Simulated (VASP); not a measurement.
# ZnF2 (P4_2/mnm) in VASP: notebook

The runs below take ZnF2 through single point, relaxation of shape and atoms at fixed volume, with PBE.

All numbers are computed with VASP 6.6.1; they aren't measurements. Logs are shortened: lines on timing, memory, paths and dates and some standing lists are left out, and cuts for length are marked.

**1. The cell of the first run**

It takes space group P4_2/mnm (No. 136, tetragonal). Conventional cell: a = 5.037 Å, b = 5.037 Å, c = 3.172 Å, α = 90.00°, β = 90.00°, γ = 90.00°. Zn (site symmetry mmm) has 6 F at 2.07 to 2.22 Å within 2.7 Å. Within 2.7 Å of F (site symmetry m2m) lie 3 Zn at 2.07 to 2.22 Å and 1 F at 2.67 Å.

**2. Single point, PBE (13.41 Å³/atom)**

INCAR reads:

```
SYSTEM = ZnF2
PREC     = Accurate       ! precision mode
ENCUT    = 600            ! plane-wave cutoff, eV
EDIFF    = 1E-6           ! SCF threshold, eV
ISMEAR   = 0              ! smearing method
SIGMA    = 0.02           ! smearing width, eV
LREAL    = .FALSE.        ! projectors in reciprocal space
LASPH    = .TRUE.         ! aspherical terms in the spheres
NELM     = 120            ! most SCF steps
ALGO     = Normal         ! electronic algorithm
ISIF     = 2              ! what is computed and relaxed
LWAVE    = .FALSE.        ! write WAVECAR
LCHARG   = .FALSE.        ! write CHGCAR
GGA      = PE             ! functional
NBANDS   = 35             ! bands
GGA_COMPAT= .FALSE.
```

KPOINTS reads:

```
regular mesh
0
G
  6 6 8
  0 0 0
```

POSCAR reads:

```
ZnF2
1.0
    5.0370743949      0.0000000000      0.0000000000
    0.0000000000      5.0370743949      0.0000000000
    0.0000000000      0.0000000000      3.1720184338
Zn F
2 4
Direct
    0.0000000000      0.0000000000      0.0000000000
    0.5000000000      0.5000000000      0.5000000000
    0.3123268869      0.3123268869      0.0000000000
    0.1876731131      0.8123268869      0.5000000000
    0.6876731131      0.6876731131      0.0000000000
    0.8123268869      0.1876731131      0.5000000000
```

Potentials or basis: VASP PAW PBE potentials, release 64 (Zn, F).

The run is started by

```
> cat potpaw_PBE.64/Zn/POTCAR potpaw_PBE.64/F/POTCAR > POTCAR
> mpirun -np 1 vasp_std > vasp.out
```

OUTCAR:

```text
SYSTEM = ZnF2
   PREC = Accurate
   ENCUT = 600
   EDIFF = 1E-6
   ISMEAR = 0
   LREAL = .FALSE.
   LASPH = .TRUE.
   NELM = 120
   ISIF = 2
   GGA = PE

 ion  position               nearest neighbor table
   1  0.000  0.000  0.000-   4 2.07   6 2.07   4 2.07   6 2.07   5 2.22   3 2.22
   2  0.500  0.500  0.500-   3 2.07   5 2.07   3 2.07   5 2.07   4 2.22   6 2.22
   3  0.312  0.312  0.000-   2 2.07   2 2.07   1 2.22
   4  0.188  0.812  0.500-   1 2.07   1 2.07   2 2.22
   5  0.688  0.688  0.000-   2 2.07   2 2.07   1 2.22
   6  0.812  0.188  0.500-   1 2.07   1 2.07   2 2.22

  LATTYP: Found a simple tetragonal cell.
 ALAT       =     5.0370743949
 C/A-ratio  =     0.6297342833

  Lattice vectors:

 A1 = (   5.0370743949,   0.0000000000,   0.0000000000)
 A2 = (   0.0000000000,   5.0370743949,   0.0000000000)
 A3 = (   0.0000000000,   0.0000000000,   3.1720184338)

Analysis of symmetry for initial positions (statically):
=====================================================================
 Subroutine PRICEL returns:
 Original cell was already a primitive cell.

 Routine SETGRP: Setting up the symmetry group for a
 simple tetragonal supercell.

 Subroutine GETGRP returns: Found 16 space group operations
 (whereof  8 operations were pure point group operations)
 out of a pool of 16 trial point group operations.

The static configuration has the point symmetry D_2h.
 The point group associated with its full space group is D_4h.

Analysis of symmetry for dynamics (positions and initial velocities):
=====================================================================
 Subroutine PRICEL returns:
 Original cell was already a primitive cell.

 Routine SETGRP: Setting up the symmetry group for a
 simple tetragonal supercell.

 Subroutine GETGRP returns: Found 16 space group operations
 (whereof  8 operations were pure point group operations)
 out of a pool of 16 trial point group operations.

The dynamic configuration has the point symmetry D_2h.
 The point group associated with its full space group is D_4h.

 Subroutine INISYM returns: Found 16 space group operations
 (whereof  8 operations are pure point group operations),
 and found     1 'primitive' translations

----------------------------------------------------------------------------------------

                                     Primitive cell

  volume of cell :      80.4808

  direct lattice vectors                    reciprocal lattice vectors
     5.037074395  0.000000000  0.000000000     0.198527939  0.000000000  0.000000000
     0.000000000  5.037074395  0.000000000     0.000000000  0.198527939  0.000000000
     0.000000000  0.000000000  3.172018434     0.000000000  0.000000000  0.315256680

  length of vectors
     5.037074395  5.037074395  3.172018434     0.198527939  0.198527939  0.315256680

  position of ions in fractional coordinates (direct lattice)
     0.000000000  0.000000000  0.000000000
     0.500000000  0.500000000  0.500000000
     0.312326887  0.312326887  0.000000000
     0.187673113  0.812326887  0.500000000
     0.687673113  0.687673113  0.000000000
     0.812326887  0.187673113  0.500000000

  ion indices of the primitive-cell ions
   primitive index   ion index
                 1           1
                 2           2
                 3           3
                 4           4
                 5           5
                 6           6

----------------------------------------------------------------------------------------

 KPOINTS: regular mesh

Automatic generation of k-mesh.
 Grid dimensions read from file:
 generate k-points for:    6    6    8

 Generating k-lattice:

  Cartesian coordinates                     Fractional coordinates (reciprocal lattice)
     0.033087990  0.000000000  0.000000000     0.166666667  0.000000000  0.000000000
     0.000000000  0.033087990  0.000000000     0.000000000  0.166666667  0.000000000
     0.000000000  0.000000000  0.039407085     0.000000000  0.000000000  0.125000000

  Length of vectors
     0.033087990  0.033087990  0.039407085

  Shift w.r.t. Gamma in fractional coordinates (k-lattice)
     0.000000000  0.000000000  0.000000000

 Subroutine IBZKPT returns following result:
 ===========================================

 Found     50 irreducible k-points:

 Following reciprocal coordinates:
            Coordinates               Weight
  0.000000  0.000000  0.000000      1.000000
  0.166667  0.000000  0.000000      4.000000
  0.333333  0.000000  0.000000      4.000000
  0.500000  0.000000  0.000000      2.000000
  0.166667  0.166667  0.000000      4.000000
  0.333333  0.166667  0.000000      8.000000
[... 16 lines left out ...]
  0.333333  0.000000  0.250000      8.000000
  0.500000  0.000000  0.250000      4.000000
 [... further k-points ...]
   k-points           NKPTS =     50   k-points in BZ     NKDIM =     50   number of bands    NBANDS=     35
   number of dos      NEDOS =    301   number of ions     NIONS =      6
   total plane-waves  NPLWV =  44800
   dimension x,y,z NGX =    40 NGY =   40 NGZ =   28
   dimension x,y,z NGXF=    80 NGYF=   80 NGZF=   56
   ions per type =               2   4
   NGX,Y,Z   is equivalent  to a cutoff of  13.20, 13.20, 14.67 a.u.
   NGXF,Y,Z  is equivalent  to a cutoff of  26.40, 26.40, 29.35 a.u.
 SYSTEM =  ZnF2
   PREC   = accura    normal or accurate (medium, high low for compatibility)
   ISTART =      0    job   : 0-new  1-cont  2-samecut
   ICHARG =      2    charge: 1-file 2-atom 10-const
   ISPIN  =      1    spin polarized calculation?
   LNONCOLLINEAR =      F non collinear calculations
   LSORBIT =      F    spin-orbit coupling
   LASPH  =      T    aspherical Exc in radial PAW
   ENCUT  =  600.0 eV  44.10 Ry    6.64 a.u.  10.06 10.06  6.34*2*pi/ulx,y,z
   NELM   =    120;   NELMIN=  2; NELMDL= -5     # of ELM steps
   EDIFF  = 0.1E-05   stopping-criterion for ELM
   LREAL  =      F    real-space projection
[... 7 lines left out ...]
   TEBEG  =    0.0;   TEEND  =   0.0 temperature during run
   PSTRESS=    0.0 pullay stress
   NELECT =      52.0000    total number of electrons
   NUPDOWN=      -1.0000    fix difference up-down
   EMIN   =  10.00;   EMAX   =-10.00  energy-range for DOS
   EFERMI =   0.00;   METHOD = LEGACY
   ISMEAR =     0;   SIGMA  =   0.02  broadening in eV -4-tet -1-fermi 0-gaus
   EFERMI_NEDOS =   21; number of points for ismear=-14 and -15
   IALGO  =     38    algorithm
   IMIX   =      4    mixing-type and parameters
     AMIX     =   0.40;   BMIX     =  1.00
     AMIX_MAG =   1.60;   BMIX_MAG =  1.00
  volume/ion in A,a.u.               =      13.41        90.52
  Fermi-wavevector in a.u.,A,eV,Ry     =   1.415289  2.674508 27.253054  2.003043
  Thomas-Fermi vector in A             =   2.536743
   LORBIT       =      0    0 simple, 1 ext, 2 COOP (PROOUT), +10 PAW based schemes
   GGA     = PE    functional components
   LHFCALC =     F    Hartree Fock is set to
   AEXX    =    0.0000 exact exchange contribution
   IVDW    =     0    specifies the selected vdW correction
   LEPSILON=     F    determine dielectric tensor
   LRPA    =     F    only Hartree local field effects (RPA)
 non-spin polarized calculation
 Gauss-broadening in eV      SIGMA  =   0.02
  energy-cutoff  :      600.00
  volume of cell :       80.48
 maximum number of plane-waves:      2716
   NGX = 21   NGY = 21   NGZ = 13

 number of electron      52.0000039 magnetization

 Free energy of the ion-electron system (eV)
  ---------------------------------------------------
  ext. energy  EPLUGINS =         0.00000000
  ---------------------------------------------------
  free energy    TOTEN  =       -23.11177116 eV

  energy without entropy =      -23.11177116  energy(sigma->0) =      -23.11177116

 E-fermi :  -2.4467     XC(G=0):  -9.4777

 val. band max:       -2.5597139600   @ k =   0.0000   0.0000   0.0000
 cond. band min:       0.8562334466   @ k =   0.0000   0.0000   0.0000
 fundamental gap:      3.4159474066
 Fermi energy:        -2.4466828190

 k-point     1 :       0.0000    0.0000    0.0000
  band No.  band energies     occupation
      1     -23.3667      2.00000
      2     -22.8595      2.00000
      3     -22.8093      2.00000
      4     -22.8093      2.00000
      5      -7.5586      2.00000
      6      -7.0317      2.00000
[... 27 lines left out ...]
     34      11.0446      0.00000
     35      12.5645      0.00000

 k-point     2 :       0.1667    0.0000    0.0000
  band No.  band energies     occupation
      1     -23.3392      2.00000
      2     -22.9212      2.00000
      3     -22.8039      2.00000
      4     -22.7828      2.00000
      5      -7.4672      2.00000
      6      -7.0051      2.00000
[... 27 lines left out ...]
     34      11.9992      0.00000
     35      12.9804      0.00000

 k-point     3 :       0.3333    0.0000    0.0000
  band No.  band energies     occupation
      1     -23.2623      2.00000
      2     -23.0298      2.00000
      3     -22.7903      2.00000
      4     -22.7693      2.00000
      5      -7.2334      2.00000
      6      -6.9554      2.00000
[... 27 lines left out ...]
     34      12.8300      0.00000
     35      13.5161      0.00000

 k-point     4 :       0.5000    0.0000    0.0000
  band No.  band energies     occupation
      1     -23.1516      2.00000
      2     -23.1516      2.00000
      3     -22.7753      2.00000
      4     -22.7753      2.00000
      5      -7.0038      2.00000
      6      -7.0038      2.00000
[... 27 lines left out ...]
     34      12.4514      0.00000
     35      13.9752      0.00000

 k-point     5 :       0.1667    0.1667    0.0000
  band No.  band energies     occupation
      1     -23.3135      2.00000
      2     -22.9502      2.00000
      3     -22.8143      2.00000
      4     -22.7711      2.00000
      5      -7.4136      2.00000
      6      -6.9725      2.00000
[... 638 lines left out ...]
 k-point    22 :       0.1667    0.0000    0.2500
  band No.  band energies     occupation
      1     -23.1996      2.00000
      2     -22.8916      2.00000
      3     -22.7853      2.00000
      4     -22.7778      2.00000
      5      -7.0210      2.00000
      6      -6.7675      2.00000
[... 27 lines left out ...]
     34      11.1872      0.00000
     35      11.5475      0.00000

 k-point    23 :       0.3333    0.0000    0.2500
  band No.  band energies     occupation
      1     -23.1404      2.00000
      2     -22.9668      2.00000
      3     -22.7790      2.00000
      4     -22.7703      2.00000
      5      -6.8535      2.00000
      6      -6.6502      2.00000
[... 27 lines left out ...]
     34      11.7064      0.00000
     35      12.2037      0.00000

 k-point    24 :       0.5000    0.0000    0.2500
  band No.  band energies     occupation
      1     -23.0565      2.00000
      2     -23.0565      2.00000
      3     -22.7723      2.00000
      4     -22.7723      2.00000
      5      -6.6664      2.00000
      6      -6.6664      2.00000
[... 27 lines left out ...]
     34      11.4080      0.00000
     35      13.0884      0.00000

 [... further k-points ...]
[... 5 lines left out ...]
  --------------------------------------------------------------------------------------
  -------------------------------------------------------------------------------------
  Total       -2.9037838     -2.9037838     -2.6638943      0.0000000      0.0000000      0.0000000
  in kB      -57.8072664    -57.8072664    -53.0316505      0.0000000      0.0000000      0.0000000
  external PRESSURE =     -56.2153944 kB  Pullay stress =       0.0000000 kB

 VOLUME and BASIS-vectors are now :
 -----------------------------------------------------------------------------
  energy-cutoff  :      600.00
  volume of cell :       80.48
      direct lattice vectors                 reciprocal lattice vectors
     5.037074395  0.000000000  0.000000000     0.198527939  0.000000000  0.000000000
     0.000000000  5.037074395  0.000000000     0.000000000  0.198527939  0.000000000
     0.000000000  0.000000000  3.172018434     0.000000000  0.000000000  0.315256680

 POSITION                                       TOTAL-FORCE (eV/Angst)
 -----------------------------------------------------------------------------------
      0.00000      0.00000      0.00000         0.000000      0.000000      0.000000
      2.51854      2.51854      1.58601         0.000000      0.000000      0.000000
      1.57321      1.57321      0.00000        -0.029450     -0.029450     -0.000000
      0.94532      4.09175      1.58601         0.029450     -0.029450     -0.000000
      3.46386      3.46386      0.00000         0.029450      0.029450      0.000000
      4.09175      0.94532      1.58601        -0.029450      0.029450      0.000000
 -----------------------------------------------------------------------------------
    total drift:                                0.000000     -0.000000      0.000000

  FREE ENERGIE OF THE ION-ELECTRON SYSTEM (eV)
  ---------------------------------------------------
  free  energy   TOTEN  =       -23.1117711649 eV

  energy  without entropy=      -23.1117711649  energy(sigma->0) =      -23.11177116
```

Run time: 4.1 min. Hardware: 1 thread of Oxide Virtual Turin-like, shared host; peak memory 0.25 GiB.

What came out:

* Free energy: -23.1118 eV
* Pressure: -5.6 GPa
* Largest force: 0.042 eV/Å
* Band gap on the k mesh: 3.42 eV

Forces in eV/Å, atoms in the order of the input:
```
Zn   0.000  0.000  0.000
Zn   0.000  0.000  0.000
F   -0.029 -0.029  0.000
F    0.029 -0.029  0.000
F    0.029  0.029  0.000
F   -0.029  0.029  0.000
```

Caveat: the cell stands under tension.

**3. Relaxation of shape and atoms at fixed volume, PBE (10.73 Å³/atom)**

This run uses another cell than the first one, of 10.73 Å³/atom.

INCAR reads:

```
PREC = Accurate
ENCUT = 600
EDIFF = 1E-7
ISMEAR = 0
SIGMA = 0.02
LREAL = False
LASPH = True
NELM = 120
ALGO = Normal
ISIF = 4
LWAVE = False
LCHARG = False
GGA = PE
IBRION = 2
NSW = 50
EDIFFG = -0.01
GGA_COMPAT = False
NELMIN = 4
```

KPOINTS reads:

```
regular mesh
0
Gamma
  6 6 8
```

POSCAR reads:

```
ZnF2
1.0
    4.5658597046      0.0000000000      0.0000000000
    0.0000000000      4.5658597046      0.0000000000
    0.0000000000      0.0000000000      3.0884266715
Zn F
2 4
Direct
    0.0000000000      0.0000000000      0.0000000000
    0.5000000000      0.5000000000      0.5000000000
    0.3022467001      0.3022467001      0.0000000000
    0.1977532999      0.8022467001      0.5000000000
    0.6977532999      0.6977532999      0.0000000000
    0.8022467001      0.1977532999      0.5000000000
```

Potentials or basis: VASP PAW PBE potentials, release 64 (Zn, F).

The run is started by

```
> cat potpaw_PBE.64/Zn/POTCAR potpaw_PBE.64/F/POTCAR > POTCAR
> mpirun -np 1 vasp_std > vasp.out
```

Run time: 8.1 min. Hardware: 1 thread of Oxide Virtual Turin-like, shared host; peak memory 0.22 GiB.

Results (log left out):

- Free energy: -22.7899 eV
- Energy gained by relaxing: 0.3 meV/atom
- Ionic steps: 5
- Pressure after relaxing: 17.6 GPa
- Band gap on the k mesh: 3.56 eV

Step by step:
```tsv
step	energy change (eV)	largest force (eV/Å)	pressure (GPa)	volume (Å³)
1	0.0000	0.0206	17.77	64.38
2	-0.0009	0.0079	17.73	64.38
3	-0.0012	0.0397	17.66	64.38
4	-0.0015	0.0219	17.63	64.38
5	-0.0017	0.0002	17.63	64.38
```

Final structure:
```xyz
6
Lattice="4.5479 0.0000 0.0000 0.0000 4.5479 0.0000 0.0000 0.0000 3.1128" Properties=species:S:1:pos:R:3 pbc="T T T"
Zn    0.0000    0.0000    0.0000
Zn    2.2740    2.2740    1.5564
F     1.3762    1.3762    0.0000
F     0.8977    3.6502    1.5564
F     3.1717    3.1717    0.0000
F     3.6502    0.8977    1.5564
```

Levels at points of the mesh, in eV from the valence-band top:
```
           k point  band 22  band 23  band 24  band 25  band 26  band 27  band 28  band 29  band 30  band 31
(0.00, 0.00, 0.00)    -1.84    -1.67    -0.53    -0.53     0.00     3.56     9.56     9.56     9.71    13.65
(0.50, 0.00, 0.00)    -2.05    -0.74    -0.74    -0.66    -0.66     6.31     6.31    10.52    10.52    13.45
(0.50, 0.50, 0.00)    -1.62    -1.59    -1.59    -0.55    -0.55     7.37     7.37     9.20     9.20    14.93
(0.00, 0.00, 0.50)    -1.71    -1.52    -1.52    -1.36    -1.36     8.48     8.48    12.28    12.28    13.08
(0.50, 0.00, 0.50)    -2.32    -1.64    -1.64    -0.13    -0.13     9.13     9.13    10.46    10.46    14.09
(0.50, 0.50, 0.50)    -1.89    -1.52    -1.52    -0.85    -0.85     8.41     8.41    11.48    11.48    12.60
```

A k mesh can miss the band edges.
